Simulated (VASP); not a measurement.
# Sn (Immm) in VASP: a series of runs

Sn is run at these levels: LDA; tasks: single point.

Everything below comes from runs of VASP 6.6.1. Logs are shortened: lines on timing, memory, paths and dates and some standing lists are left out, and cuts for length are marked.

**1. The cell of the first run**

It takes space group Immm (No. 71, orthorhombic). The conventional cell has a = 3.453 Å, b = 3.551 Å, c = 4.677 Å, α = 90.00°, β = 90.00°, γ = 90.00°. Within 4.5 Å of Sn (site symmetry mmm) lie 12 Sn at 3.41 to 3.55 Å.

**2. Single point, LDA**

The input, INCAR:

```
PREC     = Accurate       # precision mode
ENCUT    = 520            # plane-wave cutoff, eV
EDIFF    = 1E-6           # SCF threshold, eV
ISMEAR   = 1              # smearing method
SIGMA    = 0.05           # smearing width, eV
LREAL    = False          # projectors in reciprocal space
LASPH    = True           # aspherical terms in the spheres
NELM     = 100            # most SCF steps
ALGO     = Normal         # electronic algorithm
ISIF     = 2              # what is computed and relaxed
LWAVE    = False          # write WAVECAR
LCHARG   = False          # write CHGCAR
NBANDS   = 13             # bands
```

The input, KPOINTS:

```
regular mesh
0
Gamma
  3 3 3
```

The input, POSCAR:

```
Sn
1.0
   -1.7265400000      1.7755500000      2.3383400000
    1.7265400000     -1.7755500000      2.3383400000
    1.7265400000      1.7755500000     -2.3383400000
Sn
1
Direct
    0.0000000000      0.0000000000      0.0000000000
```

Potentials or basis: VASP PAW LDA potentials, release 64 (Sn_d).

On the command line:

```bash
$ cat potpaw_LDA.64/Sn_d/POTCAR > POTCAR
$ mpirun -np 1 vasp_std > vasp.out
```

OUTCAR:

```text
PREC = Accurate
   ENCUT = 520
   EDIFF = 1E-6
   ISMEAR = 1
   LREAL = False
   LASPH = True
   NELM = 100
   ISIF = 2

 ion  position               nearest neighbor table
   1  0.000  0.000  0.000-

  LATTYP: Found a body centered orthorhombic cell.
 ALAT       =     3.4530800000
 B/A-ratio  =     1.0283862523
 C/A-ratio  =     1.3543503191

  Lattice vectors:

 A1 = (  -1.7265400000,   1.7755500000,   2.3383400000)
 A2 = (   1.7265400000,  -1.7755500000,   2.3383400000)
 A3 = (   1.7265400000,   1.7755500000,  -2.3383400000)

Analysis of symmetry for initial positions (statically):
=====================================================================
 Subroutine PRICEL returns:
 Original cell was already a primitive cell.

 Routine SETGRP: Setting up the symmetry group for a
 body centered orthorhombic supercell.

 Subroutine GETGRP returns: Found  8 space group operations
 (whereof  8 operations were pure point group operations)
 out of a pool of  8 trial point group operations.

The static configuration has the point symmetry D_2h.

Analysis of symmetry for dynamics (positions and initial velocities):
=====================================================================
 Subroutine PRICEL returns:
 Original cell was already a primitive cell.

 Routine SETGRP: Setting up the symmetry group for a
 body centered orthorhombic supercell.

 Subroutine GETGRP returns: Found  8 space group operations
 (whereof  8 operations were pure point group operations)
 out of a pool of  8 trial point group operations.

The dynamic configuration has the point symmetry D_2h.

 Subroutine INISYM returns: Found  8 space group operations
 (whereof  8 operations are pure point group operations),
 and found     1 'primitive' translations

----------------------------------------------------------------------------------------

                                     Primitive cell

  volume of cell :      28.6733

  direct lattice vectors                    reciprocal lattice vectors
    -1.726540000  1.775550000  2.338340000     0.000000000  0.281602884  0.213826903
     1.726540000 -1.775550000  2.338340000     0.289596534  0.000000000  0.213826903
     1.726540000  1.775550000 -2.338340000     0.289596534  0.281602884  0.000000000

  length of vectors
     3.406075767  3.406075767  3.406075767     0.353584684  0.359983468  0.403938531

  position of ions in fractional coordinates (direct lattice)
     0.000000000  0.000000000  0.000000000

  ion indices of the primitive-cell ions
   primitive index   ion index
                 1           1

----------------------------------------------------------------------------------------

 KPOINTS: regular mesh

Automatic generation of k-mesh.
 Grid dimensions read from file:
 generate k-points for:    3    3    3

 Generating k-lattice:

  Cartesian coordinates                     Fractional coordinates (reciprocal lattice)
     0.000000000  0.093867628  0.071275634     0.333333333  0.000000000 -0.000000000
     0.096532178  0.000000000  0.071275634     0.000000000  0.333333333  0.000000000
     0.096532178  0.093867628  0.000000000    -0.000000000  0.000000000  0.333333333

  Length of vectors
     0.117861561  0.119994489  0.134646177

  Shift w.r.t. Gamma in fractional coordinates (k-lattice)
     0.000000000  0.000000000  0.000000000

 Subroutine IBZKPT returns following result:
 ===========================================

 Found      8 irreducible k-points:

 Following reciprocal coordinates:
            Coordinates               Weight
  0.000000  0.000000  0.000000      1.000000
  0.333333 -0.000000  0.000000      4.000000
 -0.000000  0.333333  0.000000      4.000000
  0.333333  0.333333  0.000000      8.000000
 -0.333333  0.333333 -0.000000      4.000000
 -0.333333  0.333333  0.333333      2.000000
  0.333333 -0.333333  0.333333      2.000000
 -0.333333 -0.333333  0.333333      2.000000
   k-points           NKPTS =      8   k-points in BZ     NKDIM =      8   number of bands    NBANDS=     13
   number of dos      NEDOS =    301   number of ions     NIONS =      1
   total plane-waves  NPLWV =  21952
   dimension x,y,z NGX =    28 NGY =   28 NGZ =   28
   dimension x,y,z NGXF=    56 NGYF=   56 NGZF=   56
   ions per type =               1
   NGX,Y,Z   is equivalent  to a cutoff of  13.67, 13.67, 13.67 a.u.
   NGXF,Y,Z  is equivalent  to a cutoff of  27.33, 27.33, 27.33 a.u.
 SYSTEM =  unknown system
   PREC   = accura    normal or accurate (medium, high low for compatibility)
   ISTART =      0    job   : 0-new  1-cont  2-samecut
   ICHARG =      2    charge: 1-file 2-atom 10-const
   ISPIN  =      1    spin polarized calculation?
   LNONCOLLINEAR =      F non collinear calculations
   LSORBIT =      F    spin-orbit coupling
   LASPH  =      T    aspherical Exc in radial PAW
   ENCUT  =  520.0 eV  38.22 Ry    6.18 a.u.   6.33  6.33  6.33*2*pi/ulx,y,z
   NELM   =    100;   NELMIN=  2; NELMDL= -5     # of ELM steps
   EDIFF  = 0.1E-05   stopping-criterion for ELM
   LREAL  =      F    real-space projection
   EDIFFG = 0.1E-04   stopping-criterion for IOM
   NSW    =      0    number of steps for IOM
   IBRION =     -1    ionic relax: 0-MD 1-quasi-New 2-CG
   NFREE  =      0    steps in history (QN), initial steepest desc. (CG)
   ISIF   =      2    stress and relaxation
   ISYM   =      2    0-nonsym 1-usesym 2-fastsym
   POTIM  = 0.5000    time-step for ionic-motion
   TEBEG  =    0.0;   TEEND  =   0.0 temperature during run
   PSTRESS=    0.0 pullay stress
   NELECT =      14.0000    total number of electrons
   NUPDOWN=      -1.0000    fix difference up-down
   EMIN   =  10.00;   EMAX   =-10.00  energy-range for DOS
   EFERMI =   0.00;   METHOD = LEGACY
   ISMEAR =     1;   SIGMA  =   0.05  broadening in eV -4-tet -1-fermi 0-gaus
   EFERMI_NEDOS =   21; number of points for ismear=-14 and -15
   IALGO  =     38    algorithm
   IMIX   =      4    mixing-type and parameters
     AMIX     =   0.40;   BMIX     =  1.00
     AMIX_MAG =   1.60;   BMIX_MAG =  1.00
  volume/ion in A,a.u.               =      28.67       193.50
  Fermi-wavevector in a.u.,A,eV,Ry     =   1.289115  2.436075 22.610411  1.661818
  Thomas-Fermi vector in A             =   2.421028
   LORBIT       =      0    0 simple, 1 ext, 2 COOP (PROOUT), +10 PAW based schemes
   GGA     = CA    functional components
   LHFCALC =     F    Hartree Fock is set to
   AEXX    =    0.0000 exact exchange contribution
   IVDW    =     0    specifies the selected vdW correction
   LEPSILON=     F    determine dielectric tensor
   LRPA    =     F    only Hartree local field effects (RPA)
 non-spin polarized calculation
 Methfessel and Paxton  Order N= 1 SIGMA  =   0.05
  energy-cutoff  :      520.00
  volume of cell :       28.67
 maximum number of plane-waves:       780
 NGX is ok and might be reduce to    28
   NGX = 13   NGY = 13   NGZ = 13

 number of electron      13.9999998 magnetization

 Free energy of the ion-electron system (eV)
  ---------------------------------------------------
  ext. energy  EPLUGINS =         0.00000000
  ---------------------------------------------------
  free energy    TOTEN  =        -4.34749049 eV

  energy without entropy =       -4.34669594  energy(sigma->0) =       -4.34722564

 E-fermi :   5.7557     XC(G=0): -10.3721

 val. band max:        5.7417862522   @ k =   0.3333  -0.3333   0.3333
 cond. band min:       5.9455738342   @ k =  -0.0000   0.3333   0.0000
 fundamental gap:      0.2037875820
 Fermi energy:         5.7557325965

 k-point     1 :       0.0000    0.0000    0.0000
  band No.  band energies     occupation
      1     -14.3383      2.00000
      2     -14.3352      2.00000
      3     -14.3103      2.00000
      4     -14.2763      2.00000
      5     -14.2395      2.00000
      6      -3.5780      2.00000
      7      14.1177      0.00000
      8      14.2500      0.00000
      9      14.6330      0.00000
     10      17.9478      0.00000
     11      18.4128      0.00000
     12      18.9224      0.00000
     13      19.0728      0.00000

 k-point     2 :       0.3333   -0.0000    0.0000
  band No.  band energies     occupation
      1     -14.3259      2.00000
      2     -14.3248      2.00000
      3     -14.3068      2.00000
      4     -14.2193      2.00000
      5     -14.2148      2.00000
      6      -1.4734      2.00000
      7       5.7088      2.03522
      8      12.7608      0.00000
      9      13.2983      0.00000
     10      16.7596      0.00000
     11      18.0696      0.00000
     12      18.0807      0.00000
     13      19.4671      0.00000

 k-point     3 :      -0.0000    0.3333    0.0000
  band No.  band energies     occupation
      1     -14.3296      2.00000
      2     -14.3278      2.00000
      3     -14.2825      2.00000
      4     -14.2276      2.00000
      5     -14.2158      2.00000
      6      -1.3755      2.00000
      7       5.9456     -0.00000
      8      12.3316      0.00000
      9      13.0636      0.00000
     10      16.4571      0.00000
     11      17.5724      0.00000
     12      17.9878      0.00000
     13      19.5714      0.00000

 k-point     4 :       0.3333    0.3333    0.0000
  band No.  band energies     occupation
      1     -14.3493      2.00000
      2     -14.2677      2.00000
      3     -14.2537      2.00000
      4     -14.2377      2.00000
      5     -14.2110      2.00000
      6       1.5851      2.00000
      7       5.1613      2.00000
      8       5.3098      2.00000
      9      10.8633      0.00000
     10      14.2779      0.00000
     11      21.3053      0.00000
     12      21.8717      0.00000
     13      22.8125      0.00000

 k-point     5 :      -0.3333    0.3333   -0.0000
  band No.  band energies     occupation
      1     -14.3872      2.00000
      2     -14.3255      2.00000
      3     -14.2239      2.00000
      4     -14.2110      2.00000
      5     -14.2096      2.00000
      6      -0.7999      2.00000
      7       7.4489      0.00000
      8      10.0135      0.00000
      9      10.3587      0.00000
     10      13.6477      0.00000
     11      13.7906      0.00000
     12      24.5481      0.00000
     13      25.8391      0.00000

 k-point     6 :      -0.3333    0.3333    0.3333
  band No.  band energies     occupation
      1     -14.3220      2.00000
      2     -14.2804      2.00000
      3     -14.2532      2.00000
      4     -14.2454      2.00000
      5     -14.2063      2.00000
      6       1.6938      2.00000
      7       5.6318      2.00254
      8       5.7416      1.45693
      9       9.8936      0.00000
     10      13.2210      0.00000
     11      20.7037      0.00000
     12      22.4909      0.00000
     13      22.4934      0.00000

 k-point     7 :       0.3333   -0.3333    0.3333
  band No.  band energies     occupation
      1     -14.3553      2.00000
      2     -14.2687      2.00000
      3     -14.2382      2.00000
      4     -14.2330      2.00000
      5     -14.2201      2.00000
      6       1.3715      2.00000
      7       5.6574      2.01775
      8       5.7418      1.45235
      9      10.4143      0.00000
     10      13.7090      0.00000
     11      19.5967      0.00000
     12      22.8044      0.00000
     13      22.8624      0.00000

 k-point     8 :      -0.3333   -0.3333    0.3333
  band No.  band energies     occupation
      1     -14.3730      2.00000
      2     -14.3140      2.00000
      3     -14.2230      2.00000
      4     -14.2192      2.00000
      5     -14.2101      2.00000
      6      -0.4698      2.00000
      7       8.1153      0.00000
      8       9.2704      0.00000
      9       9.8823      0.00000
     10      13.0995      0.00000
     11      13.5296      0.00000
     12      25.0490      0.00000
     13      25.1886      0.00000

------------------------ aborting loop because EDIFF is reached ----------------------------------------

  FORCE on cell =-STRESS in cart. coord.  units (eV):
  Direction    XX          YY          ZZ          XY          YZ          ZX
  --------------------------------------------------------------------------------------
  -------------------------------------------------------------------------------------
  Total       -2.8830940     -0.6699721     -0.9166703      0.0000000      0.0000000      0.0000000
  in kB     -161.0987554    -37.4360573    -51.2208235      0.0000000      0.0000000      0.0000000
  external PRESSURE =     -83.2518787 kB  Pullay stress =       0.0000000 kB

 VOLUME and BASIS-vectors are now :
 -----------------------------------------------------------------------------
  energy-cutoff  :      520.00
  volume of cell :       28.67
      direct lattice vectors                 reciprocal lattice vectors
    -1.726540000  1.775550000  2.338340000     0.000000000  0.281602884  0.213826903
     1.726540000 -1.775550000  2.338340000     0.289596534  0.000000000  0.213826903
     1.726540000  1.775550000 -2.338340000     0.289596534  0.281602884  0.000000000

 POSITION                                       TOTAL-FORCE (eV/Angst)
 -----------------------------------------------------------------------------------
      0.00000      0.00000      0.00000         0.000000     -0.000000     -0.000000
 -----------------------------------------------------------------------------------
    total drift:                               -0.000000     -0.000000     -0.000000

  FREE ENERGIE OF THE ION-ELECTRON SYSTEM (eV)
  ---------------------------------------------------
  free  energy   TOTEN  =        -4.3474904880 eV

  energy  without entropy=       -4.3466959377  energy(sigma->0) =       -4.34722564
```

Wall time 3.2 s (1 thread of Intel Xeon 8259CL, shared host); peak memory 0.13 GiB.

Results:

```yaml
Free_energy: -4.3475 eV
Pressure: -8.3 GPa
Band_gap_on_the_k_mesh: zero (band 7 reaches 14.12 eV, above the bottom of band 8 at 5.31 eV)
```

Stress tensor (GPa, compression positive):
```
-16.11   0.00   0.00
  0.00  -3.74   0.00
  0.00   0.00  -5.12
```

Caveat: the k points lie up to 0.85 Å⁻¹ apart; spin-orbit coupling is left out, which moves the levels of the heavy elements.

**3. Single point, LDA**

The input, INCAR:

```
SYSTEM = Sn
PREC = Accurate
ENCUT = 520
EDIFF = 1E-7
ISMEAR = 1
SIGMA = 0.05
LREAL = .False.
LASPH = .True.
NELM = 80
ALGO = Normal
ISIF = 2
LWAVE = .False.
LCHARG = .False.
NBANDS = 13
```

The input, KPOINTS:

```
regular mesh
0
Gamma
  4 4 4
  0 0 0
```

POSCAR is that of step 2.

Potentials or basis: VASP PAW LDA potentials, release 64 (Sn_d).

On the command line:

```bash
$ cat potpaw_LDA.64/Sn_d/POTCAR > POTCAR
$ mpirun -np 1 vasp_std > vasp.out
```

Wall time 6.1 s (1 thread of Intel Xeon 8259CL, shared host); peak memory 0.14 GiB.

It converged, with:

```
Free energy            : -4.2521 eV
Pressure               : -4.6 GPa
Band gap on the k mesh : zero (band 7 reaches 14.15 eV, above the bottom of band 8 at 5.73 eV)
```

Stress tensor (GPa, compression positive):
```
-3.41  0.00  0.00
 0.00 -6.02  0.00
 0.00  0.00 -4.24
```

Levels at points of the mesh, in eV from the Fermi level:
```csv
k point,band 4,band 5,band 6,band 7,band 8,band 9,band 10,band 11
"(0.00, 0.00, 0.00)",-21.46,-21.44,-10.85,6.85,6.97,7.39,10.65,11.12
"(0.50, 0.00, 0.00)",-21.40,-21.37,-6.97,-4.43,5.09,5.82,9.67,10.13
"(0.00, 0.50, 0.00)",-21.38,-21.38,-6.72,-4.37,4.67,5.53,9.18,9.67
"(0.50, 0.50, 0.00)",-21.37,-21.36,-5.37,-3.62,1.94,2.34,5.53,5.95
"(0.50, 0.50, 0.50)",-21.37,-21.37,-4.61,-3.14,1.12,1.75,4.64,5.50
```

Caveat: the k points lie up to 0.63 Å⁻¹ apart; spin-orbit coupling is left out, which moves the levels of the heavy elements.

**4. Single point, LDA**

The input, INCAR:

```
PREC     = Accurate       # precision mode
ENCUT    = 520            # plane-wave cutoff, eV
EDIFF    = 1E-6           # SCF threshold, eV
ISMEAR   = 1              # smearing method
SIGMA    = 0.05           # smearing width, eV
LREAL    = False          # projectors in reciprocal space
LASPH    = True           # aspherical terms in the spheres
NELM     = 60             # most SCF steps
ALGO     = Normal         # electronic algorithm
ISIF     = 2              # what is computed and relaxed
LWAVE    = False          # write WAVECAR
LCHARG   = False          # write CHGCAR
NBANDS   = 13             # bands
```

The input, KPOINTS:

```
regular mesh
0
Gamma
  6 6 6
```

POSCAR is that of step 3.

On the command line:

```bash
$ cat potpaw_LDA.64/Sn_d/POTCAR > POTCAR
$ mpirun -np 1 vasp_std > vasp.out
```

Run time: 12 s. Hardware: 1 thread of Intel Xeon 8259CL, shared host; peak memory 0.15 GiB.

It converged, with:

```
Free energy            : -4.2894 eV
Pressure               : -3.9 GPa
Band gap on the k mesh : zero (band 7 reaches 14.16 eV, above the bottom of band 8 at 5.34 eV)
```

Stress tensor (GPa, compression positive):
```
-5.05  0.00  0.00
 0.00 -1.47  0.00
 0.00  0.00 -5.14
```

Levels at points of the mesh, in eV from the Fermi level:
```tsv
k point	band 5	band 6	band 7	band 8	band 9	band 10
(0.00, 0.00, 0.00)	-21.45	-10.90	6.80	6.95	7.34	10.61
(0.50, 0.00, 0.00)	-21.39	-7.01	-4.48	5.05	5.79	9.63
(0.00, 0.50, 0.00)	-21.39	-6.76	-4.42	4.63	5.49	9.14
(0.50, 0.50, 0.00)	-21.37	-5.40	-3.66	1.91	2.29	5.48
(0.50, 0.50, 0.50)	-21.37	-4.65	-3.17	1.07	1.70	4.59
```

Caveat: the k points lie up to 0.42 Å⁻¹ apart; spin-orbit coupling is left out, which moves the levels of the heavy elements.

**5. Single point, LDA**

The input, INCAR:

```
PREC = Accurate
ENCUT = 520
EDIFF = 1E-6
ISMEAR = 1
SIGMA = 0.05
LREAL = F
LASPH = T
NELM = 100
ALGO = Normal
ISIF = 2
LWAVE = F
LCHARG = T
GGA = CA
LELF = T
LVHAR = T
NBANDS = 13
```

The input, KPOINTS:

```
Automatic mesh
0
Gamma
  7 7 7
```

POSCAR is that of step 4.

On the command line:

```bash
$ cat potpaw_LDA.64/Sn_d/POTCAR > POTCAR
$ mpirun -np 1 vasp_std > vasp.out
```

It took 20 s on 1 thread of Intel Xeon 8259CL, shared host; peak memory 0.15 GiB.

Results (log left out):

| Property | Result |
| --- | --- |
| Free energy | -4.3869 eV |
| Pressure | -4.3 GPa |
| Band gap on the k mesh | zero (band 7 reaches 14.15 eV, above the bottom of band 8 at 5.52 eV) |

Stress tensor (GPa, compression positive):
```
-3.00  0.00  0.00
 0.00 -3.80  0.00
 0.00  0.00 -5.99
```

Levels at points of the mesh, in eV from the Fermi level:
| k point | band 4 | band 5 | band 6 | band 7 | band 8 | band 9 | band 10 | band 11 |
| --- | --- | --- | --- | --- | --- | --- | --- | --- |
| (0.00, 0.00, 0.00) | -21.49 | -21.45 | -10.89 | 6.80 | 6.95 | 7.34 | 10.61 | 11.09 |

Caveat: the k points lie up to 0.36 Å⁻¹ apart; spin-orbit coupling is left out, which moves the levels of the heavy elements.

**6. Summary**

| k mesh | gap on the mesh (eV) | pressure (GPa) |
| --- | --- | --- |
| 3 × 3 × 3 | none | -8.3 |
| 4 × 4 × 4 | none | -4.6 |
| 6 × 6 × 6 | none | -3.9 |
| 7 × 7 × 7 | none | -4.3 |

Alike in all rows: task single point; level LDA; potentials or basis VASP PAW LDA potentials, release 64 (Sn_d); no spin polarisation; cell as given; cutoff (eV) 520; smearing methfessel-paxton 0.05 eV.

Caveats: all runs use coarse meshes; spin-orbit coupling is left out, which moves the levels of the heavy elements.

Total energies depend on the potentials used, so only differences within one code and one set of settings carry meaning.
